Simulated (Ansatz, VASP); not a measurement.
**Hf: VASP beside Ansatz**

The input INCAR:

```
SYSTEM = Hf
PREC     = Accurate       ! precision mode
ENCUT    = 500            ! plane-wave cutoff, eV
EDIFF    = 1E-6           ! SCF threshold, eV
ISMEAR   = 0              ! smearing method
SIGMA    = 0.1            ! smearing width, eV
LREAL    = .FALSE.        ! projectors in reciprocal space
LASPH    = .TRUE.         ! aspherical terms in the spheres
NELM     = 120            ! most SCF steps
ALGO     = Normal         ! electronic algorithm
ISIF     = 2              ! what is computed and relaxed
LWAVE    = .FALSE.        ! write WAVECAR
LCHARG   = .FALSE.        ! write CHGCAR
GGA      = PE             ! functional
NBANDS   = 11             ! bands
GGA_COMPAT= .FALSE.
```

The input KPOINTS:

```
regular mesh
0
G
  8 8 8
  0 0 0
```

Contents of POSCAR:

```
Hf
1.0
   -1.6934864582      1.6934864582      1.6934864582
    1.6934864582     -1.6934864582      1.6934864582
    1.6934864582      1.6934864582     -1.6934864582
Hf
1
Direct
    0.0000000000      0.0000000000      0.0000000000
```

Input for Ansatz:

```yaml
crystal:
  lattice:
    - [-1.6934864591, 1.6934864591, 1.6934864591]
    - [1.6934864591, -1.6934864591, 1.6934864591]
    - [1.6934864591, 1.6934864591, -1.6934864591]
  atoms:
    - { symbol: Hf, position: [0.0, 0.0, 0.0] }
basis:
  ecutwfc: 420
kpoints:
  mp_grid: { grid: [8, 8, 8] }
hamiltonian:
  xc: pbe
scf:
  occupations: { method: gaussian, width: 0.1 }
output:
  forces: true
  stress: true
  eigenvalues: true
```

Alike in both runs: task single point; functional PBE; k mesh 8 × 8 × 8; occupations gaussian, width 0.1 eV; no spin polarisation.

```csv
,VASP,Ansatz
version,VASP 6.6.1,Ansatz 0.2.0
potentials or method,"VASP PAW PBE potentials, release 64 (Hf_pv), cutoff 500 eV","scalar-relativistic, plane waves, PAW"
valence electrons in the cell,10,26
```

```csv
,VASP,Ansatz,Ansatz less VASP
gap on the k mesh at the Fermi level (eV),none,none,-
pressure (GPa),17.7,17.9,+0.27
```

A gap of «none» marks a metal or a gap that the smearing closes. With one functional, cell and mesh, what is left measures potentials, basis and numerics. VASP's potentials hold 10 valence electrons a cell and Ansatz's 26, so a difference there can come from the potentials and not from the codes.

Spin-orbit coupling is off throughout.
